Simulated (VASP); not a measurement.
A run of VASP 6.6.1:

Contents of INCAR:

```
SYSTEM = CO2
PREC = Accurate ; ENCUT = 520
EDIFF = 1E-6 ; ISMEAR = 0
SIGMA = 0.02 ; LREAL = .False.
LASPH = .True. ; NELM = 100
ALGO = Normal ; ISIF = 2
LWAVE = .False. ; LCHARG = .True.
GGA = PS ; LELF = .True.
LVHAR = .True. ; NBANDS = 25
```

Contents of KPOINTS:

```
Automatic mesh
0
Gamma
  8 8 8
  0 0 0
```

POSCAR

```
CO2
1.0
   -2.0097153040      2.0097153040      2.9897862109
    2.0097153040     -2.0097153040      2.9897862109
    2.0097153040      2.0097153040     -2.9897862109
C O
2 4
Direct
    0.7500000000      0.2500000000      0.5000000000
    0.0000000000      0.0000000000      0.0000000000
    0.7178860482      0.1250000000      0.0928860482
    0.0321139518      0.6250000000      0.9071139518
    0.3750000000      0.2821139518      0.4071139518
    0.8750000000      0.9678860482      0.5928860482
```

Potentials or basis: VASP PAW PBE potentials, release 64 (C, O).

Launch:

```console
$ cat potpaw_PBE.64/C/POTCAR potpaw_PBE.64/O/POTCAR > POTCAR
$ mpirun -np 1 vasp_std > vasp.out
```

Hardware: 1 thread of Intel(R) Xeon(R) 6975P-C (Granite Rapids), on a shared host.

Q: How long does it take, and how much memory?

A: Run time: 26 s on 1 thread of Intel(R) Xeon(R) 6975P-C (Granite Rapids) (shared host), peak memory 0.19 GiB. Counts: scf iterations 13, k points 59.
